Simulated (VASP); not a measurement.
Input of a VASP 6.6.1 run:

Contents of INCAR:

```
SYSTEM = Li2HfN2
PREC = Accurate
ENCUT = 750
EDIFF = 1E-6
ISMEAR = 0
SIGMA = 0.05
LREAL = .False.
LASPH = .True.
NELM = 120
ALGO = Normal
ISIF = 2
LWAVE = .False.
LCHARG = .False.
GGA = CA
NBANDS = 21
GGA_COMPAT = .False.
```

File KPOINTS:

```
regular mesh
0
Gamma
  9 9 6
  0 0 0
```

File POSCAR:

```
Li2HfN2
1.0
    3.4960906296      0.0000000000      0.0000000000
   -1.7480453148      3.0277032991      0.0000000000
    0.0000000000      0.0000000000      5.2066513728
Li Hf N
2 1 2
Direct
    0.6666666667      0.3333333333      0.3827885700
    0.3333333333      0.6666666667      0.6172114300
    0.0000000000      0.0000000000      0.0000000000
    0.6666666667      0.3333333333      0.7793848600
    0.3333333333      0.6666666667      0.2206151400
```

Potentials or basis: VASP PAW LDA potentials, release 64 (Li_sv, Hf_pv, N).

Command:

```bash
$ cat potpaw_LDA.64/Li_sv/POTCAR potpaw_LDA.64/Hf_pv/POTCAR potpaw_LDA.64/N/POTCAR > POTCAR
$ mpirun -np 1 vasp_std > vasp.out
```

Problem. Predict the pressure.

Solution. -23.1 GPa.

Problem. Predict the largest force.

Solution. 0.701 eV/Å.

Problem. Predict the band gap on the k mesh.

Solution. 2.00 eV (least direct gap 2.52 eV).

Stress tensor (GPa, compression positive):
```
-31.41   0.00   0.00
  0.00 -31.41   0.00
  0.00   0.00  -6.63
```

Caveat: the cell differs from its parent crystal (strain +0.080 along x and y, -0.040 along z); the cell stands under tension; spin-orbit coupling is left out, which moves the levels of the heavy elements; an odd mesh through Γ misses points on the zone boundary, where band edges can lie.
